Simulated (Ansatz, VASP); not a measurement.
**Al: VASP beside Ansatz**

File POSCAR:

```
Al
1.0
   -1.5514382228      1.5514382228      1.5116577555
    1.5514382228     -1.5514382228      1.5116577555
    1.5514382228      1.5514382228     -1.5116577555
Al
1
Direct
    0.0000000000      0.0000000000      0.0000000000
```

Contents of INCAR.step1:

```
SYSTEM = Al
PREC     = Accurate       ! precision mode
ENCUT    = 520            ! plane-wave cutoff, eV
ISMEAR   = 0              ! smearing method
SIGMA    = 0.15           ! smearing width, eV
LREAL    = .False.        ! projectors in reciprocal space
LASPH    = .True.         ! aspherical terms in the spheres
NELM     = 100            ! most SCF steps
NBANDS   = 8              ! bands
GGA      = PE             ! functional
ALGO     = Normal         ! electronic algorithm
EDIFF    = 1E-4           ! SCF threshold, eV
LWAVE    = .True.         ! write WAVECAR
LCHARG   = .False.        ! write CHGCAR
```

Contents of INCAR.step2:

```
SYSTEM = Al
PREC     = Accurate       ! precision mode
ENCUT    = 520            ! plane-wave cutoff, eV
EDIFF    = 1E-6           ! SCF threshold, eV
ISMEAR   = 0              ! smearing method
SIGMA    = 0.15           ! smearing width, eV
LREAL    = .False.        ! projectors in reciprocal space
LASPH    = .True.         ! aspherical terms in the spheres
NELM     = 100            ! most SCF steps
ALGO     = Normal         ! electronic algorithm
ISIF     = 2              ! what is computed and relaxed
LWAVE    = .False.        ! write WAVECAR
LCHARG   = .True.         ! write CHGCAR
METAGGA  = R2SCAN         ! meta-GGA
LMIXTAU  = .True.       
LELF     = .True.         ! ELF
LVHAR    = .True.       
NBANDS   = 8              ! bands
ISTART   = 1
```

The input KPOINTS:

```
Automatic mesh
0
Gamma
  20 20 20
  0 0 0
```

Input for Ansatz:

```yaml
crystal:
  lattice:
    - [-1.5514382228, 1.5514382228, 1.5116577555]
    - [1.5514382228, -1.5514382228, 1.5116577555]
    - [1.5514382228, 1.5514382228, -1.5116577555]
  atoms:
    - { symbol: Al, position: [0.0, 0.0, 0.0] }
basis:
  ecutwfc: 500
kpoints:
  mp_grid: { grid: [20, 20, 20] }
hamiltonian:
  xc: r2scan
scf:
  occupations: { method: gaussian, width: 0.15 }
output:
  forces: true
  stress: true
  eigenvalues: true
  write_density: true
  write_potential: true
  elf: true
  volumetric_format: npy
```

Change from the starting cell: strain -0.025 along x and y, -0.050 along z, atoms carried along.

Alike in both runs: task single point; functional r2SCAN; k mesh 20 × 20 × 20; occupations gaussian, width 0.15 eV; no spin polarisation.

|  | VASP | Ansatz |
| --- | --- | --- |
| version | VASP 6.6.1 | Ansatz 0.2.0 |
| potentials or method | VASP PAW PBE potentials, release 64 (Al), cutoff 520 eV | scalar-relativistic, plane waves, PAW |
| valence electrons in the cell | 3 | 3 |

|  | VASP | Ansatz | Ansatz less VASP |
| --- | --- | --- | --- |
| gap on the k mesh at the Fermi level (eV) | none | none | - |
| pressure (GPa) | 10.7 | 11.1 | +0.41 |
| traceless stress, the component that is largest in VASP (GPa) | -1.01 | -1.01 | 0.000 |

VASP's potentials were made for PBE, not for r2SCAN. A gap of «none» marks a metal or a gap that the smearing closes.
